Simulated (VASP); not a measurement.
Set up this calculation in VASP 6.6.1, as the native input.

```
Task                   : single point
Functional             : PBE
Potentials or basis    : VASP PAW PBE potentials, release 64 (Ag)
Cutoff                 : 520 eV
k mesh                 : 8 × 8 × 8
Occupations            : gaussian, width 0.05 eV
Spin                   : no spin polarisation
Dipole correction      : no
Further INCAR settings : ALGO = Fast; EDIFF = 1e-07; NBANDS = 12
```

The structure of Ag lies in POSCAR:

```
Ag
1.0
    0.0000000000      2.0670121753      2.0670121753
    2.0670121753      0.0000000000      2.0670121753
    2.0670121753      2.0670121753      0.0000000000
Ag
1
Direct
    0.0000000000      0.0000000000      0.0000000000
```

The input as run:

INCAR

```
SYSTEM = Ag
PREC = Accurate
ENCUT = 520
EDIFF = 1E-7
ISMEAR = 0
SIGMA = 0.05
LREAL = .False.
LASPH = .True.
NELM = 80
ALGO = Fast
ISIF = 2
LWAVE = .False.
LCHARG = .False.
GGA = PE
NBANDS = 12
```

KPOINTS

```
Automatic mesh
0
Gamma
  8 8 8
  0 0 0
```

Potentials or basis: VASP PAW PBE potentials, release 64 (Ag).

The run is started by

```bash
$ cat potpaw_PBE.64/Ag/POTCAR > POTCAR
$ mpirun -np 1 vasp_std > vasp.out
```

Results of the run:

The pressure is 1.3 GPa.

Run time: 14 s on 1 thread of Intel(R) Xeon(R) Platinum 8175M CPU @ 2.50GHz (Skylake/Cascade Lake), on a shared host, peak memory 0.14 GiB.
